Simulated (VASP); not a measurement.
Here is a VASP 6.6.1 calculation.

File INCAR:

```
SYSTEM = PtSe2
PREC     = Accurate       ! precision mode
ENCUT    = 500            ! plane-wave cutoff, eV
EDIFF    = 1E-6           ! SCF threshold, eV
ISMEAR   = -1             ! smearing method
SIGMA    = 0.1            ! smearing width, eV
LREAL    = .False.        ! projectors in reciprocal space
LASPH    = .True.         ! aspherical terms in the spheres
NELM     = 120            ! most SCF steps
ALGO     = Normal         ! electronic algorithm
ISIF     = 2              ! what is computed and relaxed
LWAVE    = .False.        ! write WAVECAR
LCHARG   = .True.         ! write CHGCAR
GGA      = PS             ! functional
LELF     = .True.         ! ELF
LVHAR    = .True.       
NBANDS   = 18             ! bands
GGA_COMPAT= .False.
```

KPOINTS

```
regular mesh
0
Gamma
  8 8 6
  0 0 0
```

File POSCAR:

```
PtSe2
1.0
    3.6990059583      0.0000000000      0.0000000000
   -1.8495029792      3.2034335223      0.0000000000
    0.0000000000      0.0000000000      5.0280258220
Pt Se
1 2
Direct
    0.0000000000      0.0000000000      0.0000000000
    0.3333333333      0.6666666667      0.2500000000
    0.6666666667      0.3333333333      0.7500000000
```

Potentials or basis: VASP PAW PBE potentials, release 64 (Pt, Se).

Command:

```bash
$ cat potpaw_PBE.64/Pt/POTCAR potpaw_PBE.64/Se/POTCAR > POTCAR
$ mpirun -np 1 vasp_std > vasp.out
```

Task: Predict the pressure.

Result: 5.2 GPa.

Task: Estimate the largest force.

Result: 0.606 eV/Å.

Task: What does it give for the band gap on the k mesh?

Result: Zero (band 11 reaches 7.10 eV, above the bottom of band 12 at 6.77 eV).

Forces on the atoms (eV/Å):
```
Pt   0.000  0.000  0.000
Se   0.000  0.000  0.606
Se   0.000  0.000 -0.606
```

Caveat: the PAW data sets were made with another functional, which shifts forces and pressure a little; spin-orbit coupling is left out, which moves the levels of the heavy elements.
